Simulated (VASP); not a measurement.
AlP:

```xyz
2
Lattice="0.0000 2.7393 2.7393 2.7393 0.0000 2.7393 2.7393 2.7393 0.0000" Properties=species:S:1:pos:R:3 pbc="T T T"
Al    0.0000    0.0000    0.0000
P     1.3696    1.3696    1.3696
```

Base run:

```yaml
Program: VASP 6.6.1
Functional: PBEsol
Potentials_or_basis: VASP PAW PBE potentials, release 64 (Al, P)
Cutoff: 500 eV
k_mesh: 6 × 6 × 6
Occupations: methfessel-paxton, width 0.2 eV
Spin: no spin polarisation
```

Its results: band gap on the k mesh 1.45 eV (least direct gap 3.12 eV); pressure -0.3 GPa.

Q: The run is repeated on the same cell with these changes: functional from PBEsol to r2SCAN; cutoff from 500 eV to 550 eV; occupations from methfessel-paxton, width 0.2 eV to gaussian, width 0.01 eV. What comes out?

A: Band gap on the k mesh 1.93 eV (least direct gap 3.91 eV); pressure -0.3 GPa.

Caveats: the PAW data sets were made with another functional, which shifts forces and pressure a little.

A k mesh can miss the band edges.
